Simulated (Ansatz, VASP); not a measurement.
# BiTe in VASP and in Ansatz

```
Bi Te
1.0
     3.23327    3.23327    0.00000
    -3.23327    3.23327    0.00000
     0.00000    0.00000    6.27255
Bi Te
2 2
Direct
  0.00000 0.00000 0.00000
  0.50000 0.50000 0.50000
  0.50000 0.50000 0.00000
  0.00000 0.00000 0.50000
```

Change from the starting cell: strain along c alone, the other axes held, atoms relaxed: -3.0 %.

Alike in both runs: task single point; functional r2SCAN; k mesh 10 × 10 × 8; occupations gaussian, width 0.1 eV; no spin polarisation.

|  | VASP | Ansatz |
| --- | --- | --- |
| version | VASP 6.6.1 | Ansatz 0.2.0 |
| potentials or method | VASP PAW PBE potentials, release 64 (Bi_d, Te), cutoff 520 eV | scalar-relativistic, plane waves, PAW |
| valence electrons in the cell | 42 | 62 |

VASP gave:

| Item | Value |
| --- | --- |
| gap on the k mesh at the Fermi level (eV) | none |
| pressure (GPa) | 1.8 |
| traceless stress, the component that is largest in VASP (GPa) | 2.31 |

Q: Which values does Ansatz return?

A: gap on the k mesh at the Fermi level (eV): none; pressure (GPa): 1.8; traceless stress, the component that is largest in VASP (GPa): 2.30.

VASP's potentials were made for PBE, not for r2SCAN. A gap of «none» marks a metal or a gap that the smearing closes. VASP's potentials hold 42 valence electrons a cell and Ansatz's 62, so a difference there can come from the potentials and not from the codes.

Neither program's run includes spin-orbit coupling.
